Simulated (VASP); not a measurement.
# HfC (e600) (Fm-3m) in VASP: single point with PBEsol

Aim: the single point of HfC (e600) with PBEsol.

Everything below comes from runs of VASP 6.6.1. Logs are shortened: lines on timing, memory, paths and dates and some standing lists are left out, and cuts for length are marked.

## Step 1: The cell of the first run

Symmetry: Fm-3m, No. 225, cubic system. Conventional cell: a = 4.607 Å, b = 4.607 Å, c = 4.607 Å, α = 90.00°, β = 90.00°, γ = 90.00°. Within 3.0 Å of Hf (site symmetry m-3m) lie 6 C at 2.30 Å. C (site symmetry m-3m) has 6 Hf at 2.30 Å within 3.0 Å.

## Step 2: Single point, PBEsol

The input, INCAR:

```
PREC = Accurate
ENCUT = 600
EDIFF = 1E-6
ISMEAR = 0
SIGMA = 0.1
LREAL = False
LASPH = True
NELM = 120
ALGO = Normal
ISIF = 2
LWAVE = False
LCHARG = False
GGA = PS
NBANDS = 14
GGA_COMPAT = False
```

The input, KPOINTS:

```
Automatic mesh
0
Gamma
  16 16 16
```

The input, POSCAR:

```
HfC
1.0
    0.0000000000      2.3035754734      2.3035754734
    2.3035754734      0.0000000000      2.3035754734
    2.3035754734      2.3035754734      0.0000000000
Hf C
1 1
Direct
    0.0000000000      0.0000000000      0.0000000000
    0.5000000000      0.5000000000      0.5000000000
```

Potentials or basis: VASP PAW PBE potentials, release 64 (Hf_pv, C).

Run with:

```console
> cat potpaw_PBE.64/Hf_pv/POTCAR potpaw_PBE.64/C/POTCAR > POTCAR
> mpirun -np 1 vasp_std > vasp.out
```

OUTCAR:

```text
PREC = Accurate
   ENCUT = 600
   EDIFF = 1E-6
   ISMEAR = 0
   LREAL = False
   LASPH = True
   NELM = 120
   ISIF = 2
   GGA = PS

 ion  position               nearest neighbor table
   1  0.000  0.000  0.000-   2 2.30   2 2.30   2 2.30   2 2.30   2 2.30   2 2.30
   2  0.500  0.500  0.500-   1 2.30   1 2.30   1 2.30   1 2.30   1 2.30   1 2.30

  LATTYP: Found a face centered cubic cell.
 ALAT       =     4.6071509468

  Lattice vectors:

 A1 = (   0.0000000000,   2.3035754734,   2.3035754734)
 A2 = (   2.3035754734,   0.0000000000,   2.3035754734)
 A3 = (   2.3035754734,   2.3035754734,   0.0000000000)

Analysis of symmetry for initial positions (statically):
=====================================================================
 Subroutine PRICEL returns:
 Original cell was already a primitive cell.

 Routine SETGRP: Setting up the symmetry group for a
 face centered cubic supercell.

 Subroutine GETGRP returns: Found 48 space group operations
 (whereof 48 operations were pure point group operations)
 out of a pool of 48 trial point group operations.

The static configuration has the point symmetry O_h .

Analysis of symmetry for dynamics (positions and initial velocities):
=====================================================================
 Subroutine PRICEL returns:
 Original cell was already a primitive cell.

 Routine SETGRP: Setting up the symmetry group for a
 face centered cubic supercell.

 Subroutine GETGRP returns: Found 48 space group operations
 (whereof 48 operations were pure point group operations)
 out of a pool of 48 trial point group operations.

The dynamic configuration has the point symmetry O_h .

 Subroutine INISYM returns: Found 48 space group operations
 (whereof 48 operations are pure point group operations),
 and found     1 'primitive' translations

----------------------------------------------------------------------------------------

                                     Primitive cell

  volume of cell :      24.4477

  direct lattice vectors                    reciprocal lattice vectors
     0.000000000  2.303575473  2.303575473    -0.217053882  0.217053882  0.217053882
     2.303575473  0.000000000  2.303575473     0.217053882 -0.217053882  0.217053882
     2.303575473  2.303575473  0.000000000     0.217053882  0.217053882 -0.217053882

  length of vectors
     3.257747676  3.257747676  3.257747676     0.375948352  0.375948352  0.375948352

  position of ions in fractional coordinates (direct lattice)
     0.000000000  0.000000000  0.000000000
     0.500000000  0.500000000  0.500000000

  ion indices of the primitive-cell ions
   primitive index   ion index
                 1           1
                 2           2

----------------------------------------------------------------------------------------

 KPOINTS: Automatic mesh

Automatic generation of k-mesh.
 Grid dimensions read from file:
 generate k-points for:   16   16   16

 Generating k-lattice:

  Cartesian coordinates                     Fractional coordinates (reciprocal lattice)
    -0.013565868  0.013565868  0.013565868     0.062500000  0.000000000  0.000000000
     0.013565868 -0.013565868  0.013565868     0.000000000  0.062500000  0.000000000
     0.013565868  0.013565868 -0.013565868     0.000000000  0.000000000  0.062500000

  Length of vectors
     0.023496772  0.023496772  0.023496772

  Shift w.r.t. Gamma in fractional coordinates (k-lattice)
     0.000000000  0.000000000  0.000000000

 Subroutine IBZKPT returns following result:
 ===========================================

 Found    145 irreducible k-points:

 Following reciprocal coordinates:
            Coordinates               Weight
  0.000000  0.000000  0.000000      1.000000
  0.062500  0.000000  0.000000      8.000000
  0.125000  0.000000  0.000000      8.000000
  0.187500  0.000000  0.000000      8.000000
  0.250000  0.000000  0.000000      8.000000
  0.312500  0.000000  0.000000      8.000000
[... 16 lines left out ...]
 -0.125000  0.062500  0.000000     24.000000
 -0.062500  0.062500  0.000000     12.000000
 [... further k-points ...]
   k-points           NKPTS =    145   k-points in BZ     NKDIM =    145   number of bands    NBANDS=     14
   number of dos      NEDOS =    301   number of ions     NIONS =      2
   total plane-waves  NPLWV =  21952
   dimension x,y,z NGX =    28 NGY =   28 NGZ =   28
   dimension x,y,z NGXF=    56 NGYF=   56 NGZF=   56
   ions per type =               1   1
   NGX,Y,Z   is equivalent  to a cutoff of  14.29, 14.29, 14.29 a.u.
   NGXF,Y,Z  is equivalent  to a cutoff of  28.58, 28.58, 28.58 a.u.
 SYSTEM =  unknown system
   PREC   = accura    normal or accurate (medium, high low for compatibility)
   ISTART =      0    job   : 0-new  1-cont  2-samecut
   ICHARG =      2    charge: 1-file 2-atom 10-const
   ISPIN  =      1    spin polarized calculation?
   LNONCOLLINEAR =      F non collinear calculations
   LSORBIT =      F    spin-orbit coupling
   LASPH  =      T    aspherical Exc in radial PAW
   ENCUT  =  600.0 eV  44.10 Ry    6.64 a.u.   6.51  6.51  6.51*2*pi/ulx,y,z
   NELM   =    120;   NELMIN=  2; NELMDL= -5     # of ELM steps
   EDIFF  = 0.1E-05   stopping-criterion for ELM
   LREAL  =      F    real-space projection
   EDIFFG = 0.1E-04   stopping-criterion for IOM
   NSW    =      0    number of steps for IOM
   IBRION =     -1    ionic relax: 0-MD 1-quasi-New 2-CG
   NFREE  =      0    steps in history (QN), initial steepest desc. (CG)
   ISIF   =      2    stress and relaxation
   ISYM   =      2    0-nonsym 1-usesym 2-fastsym
   POTIM  = 0.5000    time-step for ionic-motion
   TEBEG  =    0.0;   TEEND  =   0.0 temperature during run
   PSTRESS=    0.0 pullay stress
   NELECT =      14.0000    total number of electrons
   NUPDOWN=      -1.0000    fix difference up-down
   EMIN   =  10.00;   EMAX   =-10.00  energy-range for DOS
   EFERMI =   0.00;   METHOD = LEGACY
   ISMEAR =     0;   SIGMA  =   0.10  broadening in eV -4-tet -1-fermi 0-gaus
   EFERMI_NEDOS =   21; number of points for ismear=-14 and -15
   IALGO  =     38    algorithm
   IMIX   =      4    mixing-type and parameters
     AMIX     =   0.40;   BMIX     =  1.00
     AMIX_MAG =   1.60;   BMIX_MAG =  1.00
  volume/ion in A,a.u.               =      12.22        82.49
  Fermi-wavevector in a.u.,A,eV,Ry     =   1.359477  2.569038 25.145969  1.848177
  Thomas-Fermi vector in A             =   2.486221
   LORBIT       =      0    0 simple, 1 ext, 2 COOP (PROOUT), +10 PAW based schemes
   GGA     = PS    functional components
   LHFCALC =     F    Hartree Fock is set to
   AEXX    =    0.0000 exact exchange contribution
   IVDW    =     0    specifies the selected vdW correction
   LEPSILON=     F    determine dielectric tensor
   LRPA    =     F    only Hartree local field effects (RPA)
 non-spin polarized calculation
 Gauss-broadening in eV      SIGMA  =   0.10
  energy-cutoff  :      600.00
  volume of cell :       24.45
 maximum number of plane-waves:       869
 NGX is ok and might be reduce to    28
   NGX = 13   NGY = 13   NGZ = 13

 number of electron      13.9999999 magnetization

 Free energy of the ion-electron system (eV)
  ---------------------------------------------------
  ext. energy  EPLUGINS =         0.00000000
  ---------------------------------------------------
  free energy    TOTEN  =       -22.19666975 eV

  energy without entropy =      -22.19440002  energy(sigma->0) =      -22.19553489

 E-fermi :   5.9974     XC(G=0): -12.5576

 val. band max:        5.9963726755   @ k =   0.4375   0.3750   0.0000
 cond. band min:       6.0086647447   @ k =   0.1250   0.0625   0.0000
 fundamental gap:      0.0122920692
 Fermi energy:         5.9974240079

 k-point     1 :       0.0000    0.0000    0.0000
  band No.  band energies     occupation
      1     -23.3454      2.00000
      2     -23.3454      2.00000
      3     -23.3454      2.00000
      4      -6.4090      2.00000
      5       7.0632      0.00000
      6       7.0632      0.00000
      7       7.0632      0.00000
      8       7.3721      0.00000
      9       7.3721      0.00000
     10       7.3721      0.00000
     11       9.4702      0.00000
     12       9.4702      0.00000
     13      13.1833      0.00000
     14      17.0468      0.00000

 k-point     2 :       0.0625    0.0000    0.0000
  band No.  band energies     occupation
      1     -23.3765      2.00000
      2     -23.3483      2.00000
      3     -23.3483      2.00000
      4      -6.3050      2.00000
      5       6.2716      0.00011
      6       6.5191      0.00000
      7       6.5191      0.00000
      8       7.6091      0.00000
      9       7.6091      0.00000
     10       7.9145      0.00000
     11       9.9893      0.00000
     12       9.9893      0.00000
     13      13.4068      0.00000
     14      17.3374      0.00000

 k-point     3 :       0.1250    0.0000    0.0000
  band No.  band energies     occupation
      1     -23.4643      2.00000
      2     -23.3566      2.00000
      3     -23.3566      2.00000
      4      -6.0019      2.00000
      5       5.1918      2.00000
      6       5.6910      1.99999
      7       5.6910      1.99999
      8       7.9557      0.00000
      9       7.9557      0.00000
     10       8.3530      0.00000
     11      11.0969      0.00000
     12      11.0969      0.00000
     13      13.9885      0.00000
     14      18.1466      0.00000
[... 324 lines left out ...]
 k-point    23 :      -0.1250    0.0625    0.0000
  band No.  band energies     occupation
      1     -23.5151      2.00000
      2     -23.3851      2.00000
      3     -23.3529      2.00000
      4      -5.7785      2.00000
      5       4.6194      2.00000
      6       5.1480      2.00000
      7       5.4000      2.00000
      8       7.8347      0.00000
      9       8.5304      0.00000
     10       8.8064      0.00000
     11      10.8762      0.00000
     12      12.2801      0.00000
     13      14.4466      0.00000
     14      18.7150      0.00000

 k-point    24 :      -0.0625    0.0625    0.0000
  band No.  band energies     occupation
      1     -23.4196      2.00000
      2     -23.3656      2.00000
      3     -23.3474      2.00000
      4      -6.1358      2.00000
      5       5.6255      2.00000
      6       5.9291      1.66591
      7       6.0286      0.65887
      8       7.5388      0.00000
      9       8.2361      0.00000
     10       8.2471      0.00000
     11      10.0934      0.00000
     12      11.0203      0.00000
     13      13.7742      0.00000
     14      17.7990      0.00000

 [... further k-points ...]

------------------------ aborting loop because EDIFF is reached ----------------------------------------

  FORCE on cell =-STRESS in cart. coord.  units (eV):
  Direction    XX          YY          ZZ          XY          YZ          ZX
  --------------------------------------------------------------------------------------
  -------------------------------------------------------------------------------------
  Total       -0.0644081     -0.0644081     -0.0644081      0.0000000      0.0000000      0.0000000
  in kB       -4.2209871     -4.2209871     -4.2209871      0.0000000      0.0000000      0.0000000
  external PRESSURE =      -4.2209871 kB  Pullay stress =       0.0000000 kB

 VOLUME and BASIS-vectors are now :
 -----------------------------------------------------------------------------
  energy-cutoff  :      600.00
  volume of cell :       24.45
      direct lattice vectors                 reciprocal lattice vectors
     0.000000000  2.303575473  2.303575473    -0.217053882  0.217053882  0.217053882
     2.303575473  0.000000000  2.303575473     0.217053882 -0.217053882  0.217053882
     2.303575473  2.303575473  0.000000000     0.217053882  0.217053882 -0.217053882

 POSITION                                       TOTAL-FORCE (eV/Angst)
 -----------------------------------------------------------------------------------
      0.00000      0.00000      0.00000         0.000000     -0.000000      0.000000
      2.30358      2.30358      2.30358        -0.000000      0.000000     -0.000000
 -----------------------------------------------------------------------------------
    total drift:                                0.000000      0.000000      0.000000

  FREE ENERGIE OF THE ION-ELECTRON SYSTEM (eV)
  ---------------------------------------------------
  free  energy   TOTEN  =       -22.1966697494 eV

  energy  without entropy=      -22.1944000231  energy(sigma->0) =      -22.19553489
```

Wall time 24 s (1 thread of Intel Xeon 6975P-C (Granite Rapids), shared host); peak memory 0.2 GiB.

What came out:

- Free energy: -22.1967 eV
- Pressure: -0.4 GPa
- Band gap on the k mesh: zero (band 7 reaches 7.06 eV, above the bottom of band 8 at 5.60 eV)

Caveat: the PAW data sets were made with another functional, which shifts forces and pressure a little; spin-orbit coupling is left out, which moves the levels of the heavy elements.
